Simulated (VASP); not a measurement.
Input of a VASP 6.6.1 run:

Contents of INCAR:

```
SYSTEM = ZnS
  PREC = Accurate
  ENCUT = 520
  EDIFF = 1E-6
  ISMEAR = 0
  SIGMA = 0.05
  LREAL = .FALSE.
  LASPH = .TRUE.
  NELM = 80
  ALGO = Normal
  ISIF = 2
  LWAVE = .FALSE.
  LCHARG = .FALSE.
  GGA = PE
  NBANDS = 46
```

KPOINTS

```
regular mesh
0
G
  12 12 2
  0 0 0
```

Contents of POSCAR:

```
ZnS
1.0
    3.8467234474      0.0000000000      0.0000000000
   -1.9233617237      3.3313602268      0.0000000000
    0.0000000000      0.0000000000     12.5902250312
Zn S
4 4
Direct
    0.0000000000      0.0000000000     -0.0059066548
    0.0000000000      0.0000000000      0.4940933452
    0.3333333333      0.6666666667      0.2559696982
    0.6666666667      0.3333333333      0.7559696982
    0.0000000000      0.0000000000      0.1859061556
    0.0000000000      0.0000000000      0.6859061556
    0.3333333333      0.6666666667      0.4390430827
    0.6666666667      0.3333333333      0.9390430827
```

Potentials or basis: VASP PAW PBE potentials, release 64 (Zn, S).

Command:

```bash
$ cat potpaw_PBE.64/Zn/POTCAR potpaw_PBE.64/S/POTCAR > POTCAR
$ mpirun -np 1 vasp_std > vasp.out
```

What does it give for the pressure?

0.3 GPa.

What does it give for the largest force?

0.695 eV/Å.

What does it give for the band gap on the k mesh?

1.96 eV.

Forces in eV/Å, atoms in the order of the input:
```
Zn   0.000  0.000  0.593
Zn   0.000  0.000  0.593
Zn   0.000  0.000 -0.695
Zn   0.000  0.000 -0.695
S    0.000  0.000  0.118
S    0.000  0.000  0.118
S    0.000  0.000 -0.016
S    0.000  0.000 -0.016
```

Caveat: the cell differs from its parent crystal (atoms displaced along a vibrational mode). A k mesh can miss the band edges.
